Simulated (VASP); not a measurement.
Set up this calculation in VASP 6.6.1, as the native input.

| Item | Value |
| --- | --- |
| Task | single point |
| Functional | PBE |
| Potentials or basis | VASP PAW PBE potentials, release 64 (In_d, Sb) |
| Cutoff | 520 eV |
| k mesh | 14 × 14 × 8 |
| Occupations | fermi-dirac, width 0.3 eV |
| Spin | no spin polarisation |
| Dipole correction | no |
| Further INCAR settings | ALGO = Normal; EDIFF = 1e-06; NBANDS = 16 |

The structure of InSb lies in POSCAR:

```
InSb
1.0
    3.0766560000      0.0000000000      0.0000000000
    0.0000000000      3.0766560000      0.0000000000
    0.0000000000      0.0000000000      6.2154700000
In Sb
1 1
Direct
    0.0000000000      0.0000000000      0.0000000000
    0.0000000000      0.0000000000      0.5000000000
```

One way to write it, as run:

INCAR

```
PREC = Accurate ; ENCUT = 520
EDIFF = 1E-6 ; ISMEAR = -1
SIGMA = 0.3 ; LREAL = False
LASPH = True ; NELM = 80
ALGO = Normal ; ISIF = 2
LWAVE = False ; LCHARG = False
GGA = PE ; NBANDS = 16
```

KPOINTS

```
Automatic mesh
0
Gamma
  14 14 8
```

Potentials or basis: VASP PAW PBE potentials, release 64 (In_d, Sb).

Command:

```bash
$ cat potpaw_PBE.64/In_d/POTCAR potpaw_PBE.64/Sb/POTCAR > POTCAR
$ mpirun -np 1 vasp_std > vasp.out
```

Results of the run:

```yaml
Pressure: 0.9 GPa
Band_gap_on_the_k_mesh: zero (band 9 reaches 10.90 eV, above the bottom of band 10 at 5.05 eV)
```

Caveat: spin-orbit coupling is left out, which moves the levels of the heavy elements.

It used 66 s of CPU time on 1 thread of Intel Xeon 6975P-C, on a shared host.
